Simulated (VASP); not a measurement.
Set up this calculation in VASP 6.6.1, as the native input.

* Task: single point
* Functional: PBE
* Potentials or basis: VASP PAW PBE potentials, release 64 (Ta_pv, Si)
* Cutoff: 520 eV
* k mesh: 6 × 6 × 4
* Occupations: gaussian, width 0.1 eV
* Spin: no spin polarisation
* Dipole correction: no
* Further INCAR settings: ALGO = Normal; EDIFF = 1e-06; NBANDS = 38

The structure of TaSi2 lies in POSCAR:

```
TaSi2
1.0
    4.8043645148      0.0000000000      0.0000000000
   -2.4021822574      4.1607017189      0.0000000000
    0.0000000000      0.0000000000      6.6079302150
Ta Si
3 6
Direct
    0.5000000000      0.0000000000      0.5000000000
    0.5000000000      0.5000000000      0.8333333333
    0.0000000000      0.5000000000      0.1666666667
    0.1592894668      0.3185789336      0.5000000000
    0.8407105332      0.1592894668      0.8333333333
    0.6814210664      0.8407105332      0.1666666667
    0.8407105332      0.6814210664      0.5000000000
    0.1592894668      0.8407105332      0.8333333333
    0.3185789336      0.1592894668      0.1666666667
```

These files were run (other wordings do the same):

INCAR

```
PREC     = Accurate       # precision mode
ENCUT    = 520            # plane-wave cutoff, eV
EDIFF    = 1E-6           # SCF threshold, eV
ISMEAR   = 0              # smearing method
SIGMA    = 0.1            # smearing width, eV
LREAL    = False          # projectors in reciprocal space
LASPH    = True           # aspherical terms in the spheres
NELM     = 100            # most SCF steps
ALGO     = Normal         # electronic algorithm
ISIF     = 2              # what is computed and relaxed
LWAVE    = False          # write WAVECAR
LCHARG   = False          # write CHGCAR
GGA      = PE             # functional
NBANDS   = 38             # bands
```

KPOINTS

```
Automatic mesh
0
Gamma
  6 6 4
```

Potentials or basis: VASP PAW PBE potentials, release 64 (Ta_pv, Si).

Run with:

```console
$ cat potpaw_PBE.64/Ta_pv/POTCAR potpaw_PBE.64/Si/POTCAR > POTCAR
$ mpirun -np 1 vasp_std > vasp.out
```

It gave:

- Pressure: -0.1 GPa
- Largest force: 0.008 eV/Å
- Band gap on the k mesh: zero (an odd number of electrons rules out a gap without spin polarisation)

Caveat: spin-orbit coupling is left out, which moves the levels of the heavy elements.

It took 48 s on 1 thread of Intel(R) Xeon(R) 6975P-C (Granite Rapids), with other jobs on the host, peak memory 0.28 GiB.
